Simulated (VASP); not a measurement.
# Bi2Te3 (R-3m) in VASP: single point with PBE

Aim: the single point of Bi2Te3 with PBE.

All numbers are computed with VASP 6.6.1; they aren't measurements. Logs are shortened: lines on timing, memory, paths and dates and some standing lists are left out, and cuts for length are marked.

## (1) The cell of the first run

It takes space group R-3m (No. 166, trigonal). The conventional cell has a = 4.448 Å, b = 4.448 Å, c = 32.051 Å, α = 90.00°, β = 90.00°, γ = 120.00°. Within 4.1 Å of Bi (site symmetry 3m) lie 6 Te at 3.09 to 3.29 Å. Te (site symmetry -3m) has 6 Bi at 3.29 Å and 12 Te at 4.45 to 4.56 Å within 4.6 Å. Te (site symmetry 3m) has 3 Bi at 3.09 Å and 3 Te at 4.06 Å within 4.1 Å.

## (2) Single point, PBE

INCAR reads:

```
SYSTEM = Bi2Te3
ALGO     = Normal         ! electronic algorithm
EDIFF    = 1E-6           ! SCF threshold, eV
ENCUT    = 520            ! plane-wave cutoff, eV
GGA      = PE             ! functional
ISIF     = 2              ! what is computed and relaxed
ISMEAR   = 0              ! smearing method
LASPH    = .TRUE.         ! aspherical terms in the spheres
LCHARG   = .FALSE.        ! write CHGCAR
LREAL    = .FALSE.        ! projectors in reciprocal space
LWAVE    = .FALSE.        ! write WAVECAR
NBANDS   = 32             ! bands
NELM     = 60             ! most SCF steps
PREC     = Accurate       ! precision mode
SIGMA    = 0.01           ! smearing width, eV
```

KPOINTS reads:

```
k-points
0
G
  9 9 9
  0 0 0
```

POSCAR reads:

```
Bi2Te3
1.0
    2.2240699007      1.2840673556     10.6836062791
   -2.2240699007      1.2840673556     10.6836062791
    0.0000000000     -2.5681347120     10.6836062790
Bi Te
2 3
Direct
    0.3974180604      0.3974180604      0.3974180604
    0.6025819396      0.6025819396      0.6025819396
    0.0000000000      0.0000000000      0.0000000000
    0.2156238352      0.2156238352      0.2156238352
    0.7843761648      0.7843761648      0.7843761648
```

Potentials or basis: VASP PAW PBE potentials, release 64 (Bi_d, Te).

On the command line:

```sh
$ cat potpaw_PBE.64/Bi_d/POTCAR potpaw_PBE.64/Te/POTCAR > POTCAR
$ mpirun -np 1 vasp_std > vasp.out
```

OUTCAR:

```text
SYSTEM = Bi2Te3
   EDIFF = 1E-6
   ENCUT = 520
   GGA = PE
   ISIF = 2
   ISMEAR = 0
   LASPH = .TRUE.
   LREAL = .FALSE.
   NELM = 60
   PREC = Accurate

 ion  position               nearest neighbor table
   1  0.397  0.397  0.397-   5 3.09   5 3.09   5 3.09   3 3.29   3 3.29   3 3.29
   2  0.603  0.603  0.603-   4 3.09   4 3.09   4 3.09   3 3.29   3 3.29   3 3.29
   3  0.000  0.000  0.000-   2 3.29   2 3.29   1 3.29   1 3.29   2 3.29   1 3.29
   4  0.216  0.216  0.216-   2 3.09   2 3.09   2 3.09
   5  0.784  0.784  0.784-   1 3.09   1 3.09   1 3.09

  LATTYP: Found a trigonal (rhomboedric) cell.
 ALAT       =    10.9879369776
 COS(alpha) =     0.9180602676

  Lattice vectors:

 A1 = (   2.2240699007,   1.2840673556,  10.6836062791)
 A2 = (  -2.2240699007,   1.2840673556,  10.6836062791)
 A3 = (   0.0000000000,  -2.5681347120,  10.6836062790)

Analysis of symmetry for initial positions (statically):
=====================================================================
 Subroutine PRICEL returns:
 Original cell was already a primitive cell.

 Routine SETGRP: Setting up the symmetry group for a
 trigonal (rhombohedral) supercell.

 Subroutine GETGRP returns: Found 12 space group operations
 (whereof 12 operations were pure point group operations)
 out of a pool of 12 trial point group operations.

The static configuration has the point symmetry D_3d.

Analysis of symmetry for dynamics (positions and initial velocities):
=====================================================================
 Subroutine PRICEL returns:
 Original cell was already a primitive cell.

 Routine SETGRP: Setting up the symmetry group for a
 trigonal (rhombohedral) supercell.

 Subroutine GETGRP returns: Found 12 space group operations
 (whereof 12 operations were pure point group operations)
 out of a pool of 12 trial point group operations.

The dynamic configuration has the point symmetry D_3d.

 Subroutine INISYM returns: Found 12 space group operations
 (whereof 12 operations are pure point group operations),
 and found     1 'primitive' translations

----------------------------------------------------------------------------------------

                                     Primitive cell

  volume of cell :     183.0650

  direct lattice vectors                    reciprocal lattice vectors
     2.224069901  1.284067356 10.683606279     0.224813078  0.129795891  0.031200451
    -2.224069901  1.284067356 10.683606279    -0.224813078  0.129795891  0.031200451
     0.000000000 -2.568134712 10.683606279     0.000000000 -0.259591782  0.031200451

  length of vectors
    10.987936978 10.987936978 10.987936978     0.261460057  0.261460057  0.261460057

  position of ions in fractional coordinates (direct lattice)
     0.397418060  0.397418060  0.397418060
     0.602581940  0.602581940  0.602581940
     0.000000000  0.000000000  0.000000000
     0.215623835  0.215623835  0.215623835
     0.784376165  0.784376165  0.784376165

  ion indices of the primitive-cell ions
   primitive index   ion index
                 1           1
                 2           2
                 3           3
                 4           4
                 5           5

----------------------------------------------------------------------------------------

 KPOINTS: k-points

Automatic generation of k-mesh.
 Grid dimensions read from file:
 generate k-points for:    9    9    9

 Generating k-lattice:

  Cartesian coordinates                     Fractional coordinates (reciprocal lattice)
     0.024979231  0.014421766  0.003466717     0.111111111  0.000000000  0.000000000
    -0.024979231  0.014421766  0.003466717     0.000000000  0.111111111  0.000000000
     0.000000000 -0.028843531  0.003466717     0.000000000  0.000000000  0.111111111

  Length of vectors
     0.029051117  0.029051117  0.029051117

  Shift w.r.t. Gamma in fractional coordinates (k-lattice)
     0.000000000  0.000000000  0.000000000

 Subroutine IBZKPT returns following result:
 ===========================================

 Found     85 irreducible k-points:

 Following reciprocal coordinates:
            Coordinates               Weight
  0.000000  0.000000  0.000000      1.000000
  0.111111  0.000000  0.000000      6.000000
  0.222222 -0.000000  0.000000      6.000000
  0.333333 -0.000000  0.000000      6.000000
  0.444444 -0.000000  0.000000      6.000000
  0.111111  0.111111  0.000000      6.000000
[... 16 lines left out ...]
 -0.333333  0.333333  0.000000      6.000000
  0.444444  0.444444  0.000000      6.000000
 [... further k-points ...]
   k-points           NKPTS =     85   k-points in BZ     NKDIM =     85   number of bands    NBANDS=     32
   number of dos      NEDOS =    301   number of ions     NIONS =      5
   total plane-waves  NPLWV = 592704
   dimension x,y,z NGX =    84 NGY =   84 NGZ =   84
   dimension x,y,z NGXF=   168 NGYF=  168 NGZF=  168
   ions per type =               2   3
   NGX,Y,Z   is equivalent  to a cutoff of  12.71, 12.71, 12.71 a.u.
   NGXF,Y,Z  is equivalent  to a cutoff of  25.42, 25.42, 25.42 a.u.
 SYSTEM =  Bi2Te3
   PREC   = accura    normal or accurate (medium, high low for compatibility)
   ISTART =      0    job   : 0-new  1-cont  2-samecut
   ICHARG =      2    charge: 1-file 2-atom 10-const
   ISPIN  =      1    spin polarized calculation?
   LNONCOLLINEAR =      F non collinear calculations
   LSORBIT =      F    spin-orbit coupling
   LASPH  =      T    aspherical Exc in radial PAW
   ENCUT  =  520.0 eV  38.22 Ry    6.18 a.u.  20.43 20.43 20.43*2*pi/ulx,y,z
   NELM   =     60;   NELMIN=  2; NELMDL= -5     # of ELM steps
   EDIFF  = 0.1E-05   stopping-criterion for ELM
   LREAL  =      F    real-space projection
   EDIFFG = 0.1E-04   stopping-criterion for IOM
   NSW    =      0    number of steps for IOM
   IBRION =     -1    ionic relax: 0-MD 1-quasi-New 2-CG
   NFREE  =      0    steps in history (QN), initial steepest desc. (CG)
   ISIF   =      2    stress and relaxation
   ISYM   =      2    0-nonsym 1-usesym 2-fastsym
   POTIM  = 0.5000    time-step for ionic-motion
   TEBEG  =    0.0;   TEEND  =   0.0 temperature during run
   PSTRESS=    0.0 pullay stress
   NELECT =      48.0000    total number of electrons
   NUPDOWN=      -1.0000    fix difference up-down
   EMIN   =  10.00;   EMAX   =-10.00  energy-range for DOS
   EFERMI =   0.00;   METHOD = LEGACY
   ISMEAR =     0;   SIGMA  =   0.01  broadening in eV -4-tet -1-fermi 0-gaus
   EFERMI_NEDOS =   21; number of points for ismear=-14 and -15
   IALGO  =     38    algorithm
   IMIX   =      4    mixing-type and parameters
     AMIX     =   0.40;   BMIX     =  1.00
     AMIX_MAG =   1.60;   BMIX_MAG =  1.00
  volume/ion in A,a.u.               =      36.61       247.08
  Fermi-wavevector in a.u.,A,eV,Ry     =   1.047820  1.980093 14.938208  1.097927
  Thomas-Fermi vector in A             =   2.182716
   LORBIT       =      0    0 simple, 1 ext, 2 COOP (PROOUT), +10 PAW based schemes
   GGA     = PE    functional components
   LHFCALC =     F    Hartree Fock is set to
   AEXX    =    0.0000 exact exchange contribution
   IVDW    =     0    specifies the selected vdW correction
   LEPSILON=     F    determine dielectric tensor
   LRPA    =     F    only Hartree local field effects (RPA)
 non-spin polarized calculation
 Gauss-broadening in eV      SIGMA  =   0.01
  energy-cutoff  :      520.00
  volume of cell :      183.07
 maximum number of plane-waves:      4969
 NGX is ok and might be reduce to    84
   NGX = 41   NGY = 41   NGZ = 41

 number of electron      48.0000000 magnetization

 Free energy of the ion-electron system (eV)
  ---------------------------------------------------
  ext. energy  EPLUGINS =         0.00000000
  ---------------------------------------------------
  free energy    TOTEN  =       -18.40310328 eV

  energy without entropy =      -18.40310328  energy(sigma->0) =      -18.40310328

 E-fermi :   5.1463     XC(G=0):  -8.9333

 val. band max:        5.0473208332   @ k =   0.0000   0.0000   0.0000
 cond. band min:       5.5620715625   @ k =   0.0000   0.0000   0.0000
 fundamental gap:      0.5147507293
 Fermi energy:         5.1462584776

 k-point     1 :       0.0000    0.0000    0.0000
  band No.  band energies     occupation
      1     -17.8856      2.00000
      2     -17.8856      2.00000
      3     -17.8845      2.00000
      4     -17.8845      2.00000
      5     -17.8805      2.00000
      6     -17.8794      2.00000
[... 24 lines left out ...]
     31      10.2611      0.00000
     32      11.1467      0.00000

 k-point     2 :       0.1111    0.0000    0.0000
  band No.  band energies     occupation
      1     -17.8864      2.00000
      2     -17.8852      2.00000
      3     -17.8845      2.00000
      4     -17.8834      2.00000
      5     -17.8797      2.00000
      6     -17.8787      2.00000
[... 24 lines left out ...]
     31      10.1121      0.00000
     32      10.4994      0.00000

 k-point     3 :       0.2222   -0.0000    0.0000
  band No.  band energies     occupation
      1     -17.8887      2.00000
      2     -17.8872      2.00000
      3     -17.8822      2.00000
      4     -17.8810      2.00000
      5     -17.8794      2.00000
      6     -17.8775      2.00000
[... 24 lines left out ...]
     31       9.4133      0.00000
     32      10.6903      0.00000

 k-point     4 :       0.3333   -0.0000    0.0000
  band No.  band energies     occupation
      1     -17.8916      2.00000
      2     -17.8898      2.00000
      3     -17.8811      2.00000
      4     -17.8807      2.00000
      5     -17.8794      2.00000
      6     -17.8787      2.00000
[... 654 lines left out ...]
     31       9.7415      0.00000
     32      11.2078      0.00000

 k-point    23 :      -0.3333    0.3333    0.0000
  band No.  band energies     occupation
      1     -17.8878      2.00000
      2     -17.8878      2.00000
      3     -17.8863      2.00000
      4     -17.8823      2.00000
      5     -17.8755      2.00000
      6     -17.8755      2.00000
[... 24 lines left out ...]
     31      10.7784      0.00000
     32      11.2662      0.00000

 k-point    24 :       0.4444    0.4444    0.0000
  band No.  band energies     occupation
      1     -17.8937      2.00000
      2     -17.8916      2.00000
      3     -17.8815      2.00000
      4     -17.8811      2.00000
      5     -17.8796      2.00000
      6     -17.8789      2.00000
[... 24 lines left out ...]
     31       9.7736      0.00000
     32      10.8493      0.00000

 [... further k-points ...]
[... 5 lines left out ...]
  --------------------------------------------------------------------------------------
  -------------------------------------------------------------------------------------
  Total       -0.0168600     -0.0168600     -0.0096248      0.0000000     -0.0000000      0.0000000
  in kB       -0.1475577     -0.1475577     -0.0842360      0.0000000     -0.0000000      0.0000000
  external PRESSURE =      -0.1264504 kB  Pullay stress =       0.0000000 kB

 VOLUME and BASIS-vectors are now :
 -----------------------------------------------------------------------------
  energy-cutoff  :      520.00
  volume of cell :      183.07
      direct lattice vectors                 reciprocal lattice vectors
     2.224069901  1.284067356 10.683606279     0.224813078  0.129795891  0.031200451
    -2.224069901  1.284067356 10.683606279    -0.224813078  0.129795891  0.031200451
     0.000000000 -2.568134712 10.683606279     0.000000000 -0.259591782  0.031200451

 POSITION                                       TOTAL-FORCE (eV/Angst)
 -----------------------------------------------------------------------------------
      0.00000     -0.00000     12.73757         0.000000      0.000000     -0.008207
      0.00000     -0.00000     19.31324         0.000000     -0.000000      0.008207
      0.00000      0.00000      0.00000         0.000000      0.000000      0.000000
      0.00000     -0.00000      6.91092         0.000000      0.000000     -0.009154
      0.00000     -0.00000     25.13990         0.000000     -0.000000      0.009154
 -----------------------------------------------------------------------------------
    total drift:                               -0.000000     -0.000000      0.000000

  FREE ENERGIE OF THE ION-ELECTRON SYSTEM (eV)
  ---------------------------------------------------
  free  energy   TOTEN  =       -18.4031032832 eV

  energy  without entropy=      -18.4031032832  energy(sigma->0) =      -18.40310328
```

It took 60 min on 1 thread of Intel Xeon Platinum 8488C (Sapphire Rapids), shared host; peak memory 1.3 GiB.

Results:

```yaml
Free_energy: -18.4031 eV
Pressure: 0.0 GPa
Largest_force: 0.009 eV/Å
Band_gap_on_the_k_mesh: 0.51 eV
```

Forces on the atoms (eV/Å):
```
Bi   0.000  0.000 -0.008
Bi   0.000  0.000  0.008
Te   0.000  0.000  0.000
Te   0.000  0.000 -0.009
Te   0.000  0.000  0.009
```

Caveat: spin-orbit coupling is left out, which moves the levels of the heavy elements; an odd mesh through Γ misses points on the zone boundary, where band edges can lie.
